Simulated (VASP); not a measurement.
The system is InAs.

```
CELL_PARAMETERS angstrom
0.00000 2.87730 2.87730
2.87730 0.00000 2.87730
2.87730 2.87730 0.00000
ATOMIC_POSITIONS crystal
In 0.50000 0.50000 0.50000
As 0.00000 0.00000 0.00000
```

Base run:

```yaml
Program: VASP 6.6.1
Functional: PBEsol
Potentials_or_basis: VASP PAW PBE potentials, release 64 (In_d, As)
Cutoff: 520 eV
k_mesh: 6 × 6 × 6
Occupations: methfessel-paxton, width 0.02 eV
Spin: no spin polarisation
```

Its results: band gap on the k mesh zero (band 9 reaches 6.17 eV, above the bottom of band 10 at 3.54 eV); pressure -3.2 GPa.

Problem. The run is repeated on the same cell with these changes: functional from PBEsol to LDA; potentials or basis from VASP PAW PBE potentials, release 64 (In_d, As) to VASP PAW LDA potentials, release 64 (In_d, As). What comes out?

Solution. Band gap on the k mesh zero (band 9 reaches 6.15 eV, above the bottom of band 10 at 3.54 eV); pressure -5.0 GPa.

Caveats: spin-orbit coupling is left out, which moves the levels of the heavy elements; the PAW data sets were made with another functional, which shifts forces and pressure a little (some runs).
